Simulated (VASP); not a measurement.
# Cd3Ga2O (P4/mmm) in VASP: a series of runs

The runs below take Cd3Ga2O through single point, with PBE.

All numbers are computed with VASP 6.6.1; they aren't measurements. Logs are shortened: lines on timing, memory, paths and dates and some standing lists are left out, and cuts for length are marked.

## 1. The cell of the first run

Symmetry: P4/mmm, No. 123, tetragonal system. Conventional cell: a = 5.051 Å, b = 5.051 Å, c = 8.321 Å, α = 90.00°, β = 90.00°, γ = 90.00°. Within 3.3 Å of Cd (site symmetry 4/mmm) lie 4 Ga at 2.53 Å and 2 Cd at 2.76 Å. Cd (site symmetry 4mm) has 2 Cd at 2.76 to 2.79 Å within 3.6 Å. Ga (site symmetry mmm) has 2 Cd at 2.53 Å and 2 O at 2.53 Å within 3.3 Å. Within 3.3 Å of O (site symmetry 4/mmm) lie 4 Ga at 2.53 Å.

## 2. Single point, PBE, collinear spin, ferromagnetic start

Contents of INCAR:

```
SYSTEM = Cd3Ga2O
PREC = Accurate
ENCUT = 520
EDIFF = 1E-6
ISMEAR = 0
SIGMA = 0.1
LREAL = .False.
LASPH = .True.
NELM = 150
ALGO = Normal
ISIF = 2
LWAVE = .False.
LCHARG = .False.
ISPIN = 2
MAGMOM = 0 0 0 0 0 1
LORBIT = 11
GGA = PE
NBANDS = 47
```

Contents of KPOINTS:

```
Automatic mesh
0
Gamma
  4 4 2
  0 0 0
```

Contents of POSCAR:

```
Cd3Ga2O
1.0
    5.0513672702      0.0000000000      0.0000000000
    0.0000000000      5.0513672702      0.0000000000
    0.0000000000      0.0000000000      8.3210111022
Cd Ga O
3 2 1
Direct
    0.5000000000      0.5000000000      0.5000000000
    0.5000000000      0.5000000000      0.1678164363
    0.5000000000      0.5000000000      0.8321835637
    0.0000000000      0.5000000000      0.5000000000
    0.5000000000      0.0000000000      0.5000000000
    0.0000000000      0.0000000000      0.5000000000
```

Potentials or basis: VASP PAW PBE potentials, release 64 (Cd, Ga_d, O).

Command:

```
$ cat potpaw_PBE.64/Cd/POTCAR potpaw_PBE.64/Ga_d/POTCAR potpaw_PBE.64/O/POTCAR > POTCAR
$ mpirun -np 1 vasp_std > vasp.out
```

OUTCAR:

```text
SYSTEM = Cd3Ga2O
   PREC = Accurate
   ENCUT = 520
   EDIFF = 1E-6
   ISMEAR = 0
   LREAL = .False.
   LASPH = .True.
   NELM = 150
   ISIF = 2
   ISPIN = 2
   LORBIT = 11
   GGA = PE

 ion  position               nearest neighbor table
   1  0.500  0.500  0.500-   4 2.53   5 2.53   5 2.53   4 2.53   2 2.76   3 2.76
   2  0.500  0.500  0.168-   1 2.76   3 2.79
   3  0.500  0.500  0.832-   1 2.76   2 2.79
   4  0.000  0.500  0.500-   1 2.53   1 2.53
   5  0.500  0.000  0.500-   1 2.53   1 2.53
   6  0.000  0.000  0.500-

  LATTYP: Found a simple tetragonal cell.
 ALAT       =     5.0513672702
 C/A-ratio  =     1.6472789756

  Lattice vectors:

 A1 = (   5.0513672702,   0.0000000000,   0.0000000000)
 A2 = (   0.0000000000,   5.0513672702,   0.0000000000)
 A3 = (   0.0000000000,   0.0000000000,   8.3210111022)

Analysis of symmetry for initial positions (statically):
=====================================================================
 Subroutine PRICEL returns:
 Original cell was already a primitive cell.

 Routine SETGRP: Setting up the symmetry group for a
 simple tetragonal supercell.

 Subroutine GETGRP returns: Found 16 space group operations
 (whereof 16 operations were pure point group operations)
 out of a pool of 16 trial point group operations.

The static configuration has the point symmetry D_4h.

Analysis of symmetry for dynamics (positions and initial velocities):
=====================================================================
 Subroutine PRICEL returns:
 Original cell was already a primitive cell.

 Routine SETGRP: Setting up the symmetry group for a
 simple tetragonal supercell.

 Subroutine GETGRP returns: Found 16 space group operations
 (whereof 16 operations were pure point group operations)
 out of a pool of 16 trial point group operations.

The dynamic configuration has the point symmetry D_4h.

Analysis of structural, dynamic, and magnetic symmetry:
=====================================================================
 Subroutine PRICEL returns:
 Original cell was already a primitive cell.

 Routine SETGRP: Setting up the symmetry group for a
 simple tetragonal supercell.

 Subroutine GETGRP returns: Found 16 space group operations
 (whereof 16 operations were pure point group operations)
 out of a pool of 16 trial point group operations.

The overall configuration has the point symmetry D_4h.

 Subroutine INISYM returns: Found 16 space group operations
 (whereof 16 operations are pure point group operations),
 and found     1 'primitive' translations

----------------------------------------------------------------------------------------

                                     Primitive cell

  volume of cell :     212.3215

  direct lattice vectors                    reciprocal lattice vectors
     5.051367270  0.000000000  0.000000000     0.197966203  0.000000000  0.000000000
     0.000000000  5.051367270  0.000000000     0.000000000  0.197966203  0.000000000
     0.000000000  0.000000000  8.321011102     0.000000000  0.000000000  0.120177703

  length of vectors
     5.051367270  5.051367270  8.321011102     0.197966203  0.197966203  0.120177703

  position of ions in fractional coordinates (direct lattice)
     0.500000000  0.500000000  0.500000000
     0.500000000  0.500000000  0.167816436
     0.500000000  0.500000000  0.832183564
     0.000000000  0.500000000  0.500000000
     0.500000000  0.000000000  0.500000000
     0.000000000  0.000000000  0.500000000

  ion indices of the primitive-cell ions
   primitive index   ion index
                 1           1
                 2           2
                 3           3
                 4           4
                 5           5
                 6           6

----------------------------------------------------------------------------------------

 KPOINTS: Automatic mesh

Automatic generation of k-mesh.
 Grid dimensions read from file:
 generate k-points for:    4    4    2

 Generating k-lattice:

  Cartesian coordinates                     Fractional coordinates (reciprocal lattice)
     0.049491551  0.000000000  0.000000000     0.250000000  0.000000000  0.000000000
     0.000000000  0.049491551  0.000000000     0.000000000  0.250000000  0.000000000
     0.000000000  0.000000000  0.060088851     0.000000000  0.000000000  0.500000000

  Length of vectors
     0.049491551  0.049491551  0.060088851

  Shift w.r.t. Gamma in fractional coordinates (k-lattice)
     0.000000000  0.000000000  0.000000000

 Subroutine IBZKPT returns following result:
 ===========================================

 Found     12 irreducible k-points:

 Following reciprocal coordinates:
            Coordinates               Weight
  0.000000  0.000000  0.000000      1.000000
  0.250000  0.000000  0.000000      4.000000
  0.500000  0.000000  0.000000      2.000000
  0.250000  0.250000  0.000000      4.000000
  0.500000  0.250000  0.000000      4.000000
  0.500000  0.500000  0.000000      1.000000
  0.000000  0.000000  0.500000      1.000000
  0.250000  0.000000  0.500000      4.000000
  0.500000  0.000000  0.500000      2.000000
  0.250000  0.250000  0.500000      4.000000
  0.500000  0.250000  0.500000      4.000000
  0.500000  0.500000  0.500000      1.000000
   k-points           NKPTS =     12   k-points in BZ     NKDIM =     12   number of bands    NBANDS=     47
   number of dos      NEDOS =    301   number of ions     NIONS =      6
   total plane-waves  NPLWV = 102400
   dimension x,y,z NGX =    40 NGY =   40 NGZ =   64
   dimension x,y,z NGXF=    80 NGYF=   80 NGZF=  128
   ions per type =               3   2   1
   NGX,Y,Z   is equivalent  to a cutoff of  13.16, 13.16, 12.79 a.u.
   NGXF,Y,Z  is equivalent  to a cutoff of  26.33, 26.33, 25.57 a.u.
 SYSTEM =  Cd3Ga2O
   PREC   = accura    normal or accurate (medium, high low for compatibility)
   ISTART =      0    job   : 0-new  1-cont  2-samecut
   ICHARG =      2    charge: 1-file 2-atom 10-const
   ISPIN  =      2    spin polarized calculation?
   LNONCOLLINEAR =      F non collinear calculations
   LSORBIT =      F    spin-orbit coupling
   LASPH  =      T    aspherical Exc in radial PAW
   ENCUT  =  520.0 eV  38.22 Ry    6.18 a.u.   9.39  9.39 15.47*2*pi/ulx,y,z
   NELM   =    150;   NELMIN=  2; NELMDL= -5     # of ELM steps
   EDIFF  = 0.1E-05   stopping-criterion for ELM
   LREAL  =      F    real-space projection
   EDIFFG = 0.1E-04   stopping-criterion for IOM
   NSW    =      0    number of steps for IOM
   IBRION =     -1    ionic relax: 0-MD 1-quasi-New 2-CG
   NFREE  =      0    steps in history (QN), initial steepest desc. (CG)
   ISIF   =      2    stress and relaxation
   ISYM   =      2    0-nonsym 1-usesym 2-fastsym
   POTIM  = 0.5000    time-step for ionic-motion
   TEBEG  =    0.0;   TEEND  =   0.0 temperature during run
   PSTRESS=    0.0 pullay stress
   NELECT =      68.0000    total number of electrons
   NUPDOWN=      -1.0000    fix difference up-down
   EMIN   =  10.00;   EMAX   =-10.00  energy-range for DOS
   EFERMI =   0.00;   METHOD = LEGACY
   ISMEAR =     0;   SIGMA  =   0.10  broadening in eV -4-tet -1-fermi 0-gaus
   EFERMI_NEDOS =   21; number of points for ismear=-14 and -15
   IALGO  =     38    algorithm
   IMIX   =      4    mixing-type and parameters
     AMIX     =   0.40;   BMIX     =  1.00
     AMIX_MAG =   1.60;   BMIX_MAG =  1.00
  volume/ion in A,a.u.               =      35.39       238.80
  Fermi-wavevector in a.u.,A,eV,Ry     =   1.120073  2.116632 17.069384  1.254564
  Thomas-Fermi vector in A             =   2.256717
   LORBIT       =     11    0 simple, 1 ext, 2 COOP (PROOUT), +10 PAW based schemes
   GGA     = PE    functional components
   LHFCALC =     F    Hartree Fock is set to
   AEXX    =    0.0000 exact exchange contribution
   IVDW    =     0    specifies the selected vdW correction
   LEPSILON=     F    determine dielectric tensor
   LRPA    =     F    only Hartree local field effects (RPA)
 spin polarized calculation
 Gauss-broadening in eV      SIGMA  =   0.10
  energy-cutoff  :      520.00
  volume of cell :      212.32
 maximum number of plane-waves:      5756
 NGX is ok and might be reduce to    40
   NGX = 19   NGY = 19   NGZ = 31

 number of electron      67.9999999 magnetization       0.0052226

 Free energy of the ion-electron system (eV)
  ---------------------------------------------------
  ext. energy  EPLUGINS =         0.00000000
  ---------------------------------------------------
  free energy    TOTEN  =       -11.05213410 eV

  energy without entropy =      -11.02453201  energy(sigma->0) =      -11.03833305

 E-fermi :   0.1127     XC(G=0):  -7.2858

 val. band max:        0.1117741928   @ k =   0.2500   0.0000   0.5000
 cond. band min:       0.2859045091   @ k =   0.5000   0.5000   0.5000
 fundamental gap:      0.1741303163
 Fermi energy:         0.1126622643

 spin component 1

 k-point     1 :       0.0000    0.0000    0.0000
  band No.  band energies     occupation
      1     -15.8332      1.00000
      2     -14.6193      1.00000
      3     -14.6009      1.00000
      4     -14.5183      1.00000
      5     -14.5183      1.00000
      6     -14.4695      1.00000
[... 38 lines left out ...]
     45       5.7748      0.00000
     46       6.1294      0.00000

 k-point     2 :       0.2500    0.0000    0.0000
  band No.  band energies     occupation
      1     -15.7900      1.00000
      2     -14.6112      1.00000
      3     -14.5736      1.00000
      4     -14.5176      1.00000
      5     -14.5114      1.00000
      6     -14.4506      1.00000
[... 482 lines left out ...]
 k-point    12 :       0.5000    0.5000    0.5000
  band No.  band energies     occupation
      1     -15.6486      1.00000
      2     -14.5469      1.00000
      3     -14.5469      1.00000
      4     -14.5176      1.00000
      5     -14.4908      1.00000
      6     -14.4486      1.00000
[... 38 lines left out ...]
     45       6.5614      0.00000
     46       7.2009      0.00000
 Fermi energy:         0.1126622643

 spin component 2

 k-point     1 :       0.0000    0.0000    0.0000
  band No.  band energies     occupation
      1     -15.8318      1.00000
      2     -14.6192      1.00000
      3     -14.6008      1.00000
      4     -14.5182      1.00000
      5     -14.5182      1.00000
      6     -14.4695      1.00000
[... 38 lines left out ...]
     45       5.7754      0.00000
     46       6.1298      0.00000

 k-point     2 :       0.2500    0.0000    0.0000
  band No.  band energies     occupation
      1     -15.7885      1.00000
      2     -14.6110      1.00000
      3     -14.5735      1.00000
      4     -14.5175      1.00000
      5     -14.5113      1.00000
      6     -14.4506      1.00000
[... 482 lines left out ...]
 k-point    12 :       0.5000    0.5000    0.5000
  band No.  band energies     occupation
      1     -15.6470      1.00000
      2     -14.5469      1.00000
      3     -14.5469      1.00000
      4     -14.5175      1.00000
      5     -14.4907      1.00000
      6     -14.4485      1.00000
[... 38 lines left out ...]
     45       6.5616      0.00000
     46       7.2009      0.00000
 [bands above 46 left out]

------------------------ aborting loop because EDIFF is reached ----------------------------------------

  FORCE on cell =-STRESS in cart. coord.  units (eV):
  Direction    XX          YY          ZZ          XY          YZ          ZX
  --------------------------------------------------------------------------------------
  -------------------------------------------------------------------------------------
  Total        0.2027491      0.2027491     -0.1825113      0.0000000      0.0000000      0.0000000
  in kB        1.5299437      1.5299437     -1.3772293      0.0000000      0.0000000      0.0000000
  external PRESSURE =       0.5608861 kB  Pullay stress =       0.0000000 kB

 VOLUME and BASIS-vectors are now :
 -----------------------------------------------------------------------------
  energy-cutoff  :      520.00
  volume of cell :      212.32
      direct lattice vectors                 reciprocal lattice vectors
     5.051367270  0.000000000  0.000000000     0.197966203  0.000000000  0.000000000
     0.000000000  5.051367270  0.000000000     0.000000000  0.197966203  0.000000000
     0.000000000  0.000000000  8.321011102     0.000000000  0.000000000  0.120177703

 POSITION                                       TOTAL-FORCE (eV/Angst)
 -----------------------------------------------------------------------------------
      2.52568      2.52568      4.16051         0.000000      0.000000      0.000000
      2.52568      2.52568      1.39640         0.000000      0.000000      0.004468
      2.52568      2.52568      6.92461        -0.000000      0.000000     -0.004468
      0.00000      2.52568      4.16051         0.000000      0.000000      0.000000
      2.52568      0.00000      4.16051         0.000000      0.000000      0.000000
      0.00000      0.00000      4.16051         0.000000      0.000000      0.000000
 -----------------------------------------------------------------------------------
    total drift:                               -0.000000     -0.000000     -0.000000

  FREE ENERGIE OF THE ION-ELECTRON SYSTEM (eV)
  ---------------------------------------------------
  free  energy   TOTEN  =       -11.0521341022 eV

  energy  without entropy=      -11.0245320061  energy(sigma->0) =      -11.03833305

 total charge

# of ion       s       p       d       tot
------------------------------------------
    1        0.583   0.519   9.422  10.525
    2        0.620   0.158   9.504  10.282
    3        0.620   0.158   9.504  10.282
    4        1.066   0.437   9.960  11.463
    5        1.066   0.437   9.960  11.463
    6        1.588   3.196   0.000   4.783
--------------------------------------------------
tot          5.541   4.906  48.350  58.798

 magnetization (x)

# of ion       s       p       d       tot
------------------------------------------
    1       -0.000   0.000  -0.000   0.000
    2       -0.000   0.000  -0.000   0.000
    3       -0.000   0.000  -0.000   0.000
    4       -0.000   0.000   0.000   0.000
    5       -0.000   0.000   0.000   0.000
    6        0.000   0.001   0.000   0.001
--------------------------------------------------
tot         -0.000   0.002  -0.000   0.002
```

Wall time 7.7 min (1 thread of Oxide Virtual Turin-like, shared host); peak memory 0.44 GiB.

Results:

- Free energy: -11.0521 eV
- Pressure: 0.1 GPa
- Largest force: 0.004 eV/Å
- Band gap on the k mesh: zero (filled and empty bands overlap)
- Net moment: 0.01 μB per cell
- Valence electrons inside the program's atomic spheres: Cd 10.53, 10.28; Ga 11.46; O 4.78

Forces in eV/Å, atoms in the order of the input:
```
Cd   0.000  0.000  0.000
Cd   0.000  0.000  0.004
Cd   0.000  0.000 -0.004
Ga   0.000  0.000  0.000
Ga   0.000  0.000  0.000
O    0.000  0.000  0.000
```

Caveat: the k points lie up to 0.38 Å⁻¹ apart.

## 3. Single point, PBE

This run uses another cell than the first one, of 21.90 Å³/atom, 0.619 times its volume.

Contents of INCAR:

```
PREC = Accurate
ENCUT = 520
EDIFF = 1E-6
ISMEAR = 0
SIGMA = 0.1
LREAL = False
LASPH = True
NELM = 80
ALGO = Normal
ISIF = 2
LWAVE = False
LCHARG = False
GGA = PE
NBANDS = 43
```

Contents of KPOINTS:

```
regular mesh
0
Gamma
  4 4 2
```

Contents of POSCAR:

```
Cd3Ga2O
1.0
    4.1886267700      0.0000000000      0.0000000000
    0.0000000000      4.1886267700      0.0000000000
    0.0000000000      0.0000000000      7.4905564000
Cd Ga O
3 2 1
Direct
    0.5000000000      0.5000000000      0.5000000000
    0.5000000000      0.5000000000      0.1922168700
    0.5000000000      0.5000000000      0.8077831300
    0.0000000000      0.5000000000      0.5000000000
    0.5000000000      0.0000000000      0.5000000000
    0.0000000000      0.0000000000      0.5000000000
```

Potentials or basis: VASP PAW PBE potentials, release 64 (Cd, Ga_d, O).

Command:

```
$ cat potpaw_PBE.64/Cd/POTCAR potpaw_PBE.64/Ga_d/POTCAR potpaw_PBE.64/O/POTCAR > POTCAR
$ mpirun -np 1 vasp_std > vasp.out
```

OUTCAR:

```text
PREC = Accurate
   ENCUT = 520
   EDIFF = 1E-6
   ISMEAR = 0
   LREAL = False
   LASPH = True
   NELM = 80
   ISIF = 2
   GGA = PE

 ion  position               nearest neighbor table
   1  0.500  0.500  0.500-   4 2.09   5 2.09   5 2.09   4 2.09   2 2.31   3 2.31
   2  0.500  0.500  0.192-   1 2.31   3 2.88   4 3.11   5 3.11   5 3.11   4 3.11
   3  0.500  0.500  0.808-   1 2.31   2 2.88   4 3.11   5 3.11   5 3.11   4 3.11
   4  0.000  0.500  0.500-   1 2.09   6 2.09   6 2.09   1 2.09   3 3.11   2 3.11   2 3.11   3 3.11

[... 748 lines left out ...]
  -------------------------------------------------------------------------------------
  Total       39.9838770     39.9838770     23.1650482      0.0000000      0.0000000      0.0000000
  in kB      487.4589841    487.4589841    282.4141056      0.0000000      0.0000000      0.0000000
  external PRESSURE =     419.1106913 kB  Pullay stress =       0.0000000 kB

 VOLUME and BASIS-vectors are now :
 -----------------------------------------------------------------------------
  energy-cutoff  :      520.00
  volume of cell :      131.42
      direct lattice vectors                 reciprocal lattice vectors
     4.188626770  0.000000000  0.000000000     0.238741730  0.000000000  0.000000000
     0.000000000  4.188626770  0.000000000     0.000000000  0.238741730  0.000000000
     0.000000000  0.000000000  7.490556400     0.000000000  0.000000000  0.133501431

 POSITION                                       TOTAL-FORCE (eV/Angst)
 -----------------------------------------------------------------------------------
      2.09431      2.09431      3.74528         0.000000      0.000000      0.000000
      2.09431      2.09431      1.43981         0.000000     -0.000000     -6.132189
      2.09431      2.09431      6.05075        -0.000000     -0.000000      6.132189
      0.00000      2.09431      3.74528         0.000000      0.000000      0.000000
      2.09431      0.00000      3.74528         0.000000      0.000000      0.000000
      0.00000      0.00000      3.74528         0.000000      0.000000      0.000000
 -----------------------------------------------------------------------------------
    total drift:                                0.000000     -0.000000     -0.000000

  FREE ENERGIE OF THE ION-ELECTRON SYSTEM (eV)
  ---------------------------------------------------
  free  energy   TOTEN  =        -3.6567398614 eV

  energy  without entropy=       -3.6433555512  energy(sigma->0) =       -3.65004771
```

Run time: 2.2 min. Hardware: 1 thread of Oxide Virtual Turin-like, shared host; peak memory 0.21 GiB.

What came out:

| Item | Value |
| --- | --- |
| Free energy | -3.6567 eV |
| Pressure | 41.9 GPa |
| Largest force | 6.132 eV/Å |
| Band gap on the k mesh | zero (band 34 reaches 2.93 eV, above the bottom of band 35 at 2.42 eV) |

Forces on the atoms (eV/Å):
```
Cd   0.000  0.000  0.000
Cd   0.000  0.000 -6.132
Cd   0.000  0.000  6.132
Ga   0.000  0.000  0.000
Ga   0.000  0.000  0.000
O    0.000  0.000  0.000
```

Levels at points of the mesh, in eV from the Fermi level:
| k point | band 30 | band 31 | band 32 | band 33 | band 34 | band 35 | band 36 | band 37 | band 38 | band 39 |
| --- | --- | --- | --- | --- | --- | --- | --- | --- | --- | --- |
| (0.00, 0.00, 0.00) | -5.77 | -3.46 | -1.90 | -0.55 | 0.43 | 0.43 | 3.34 | 4.03 | 5.24 | 5.24 |
| (0.50, 0.00, 0.00) | -3.90 | -3.33 | -3.13 | -1.58 | -0.91 | 0.68 | 1.00 | 3.84 | 4.37 | 5.81 |
| (0.50, 0.50, 0.00) | -2.78 | -2.22 | -1.47 | -0.33 | -0.33 | 0.26 | 0.26 | 2.24 | 2.24 | 3.38 |
| (0.00, 0.00, 0.50) | -5.75 | -2.86 | -0.55 | -0.49 | 0.43 | 0.54 | 0.54 | 3.29 | 3.97 | 3.97 |
| (0.50, 0.00, 0.50) | -4.50 | -3.40 | -2.49 | -0.82 | -0.41 | -0.07 | 2.09 | 2.86 | 3.85 | 4.23 |
| (0.50, 0.50, 0.50) | -3.06 | -2.78 | -0.41 | -0.41 | -0.07 | -0.07 | 1.06 | 2.97 | 3.68 | 4.29 |

Caveat: the k points lie up to 0.42 Å⁻¹ apart; forces of over 1 eV/Å act on the atoms, so gaps and moduli don't describe the material at rest.
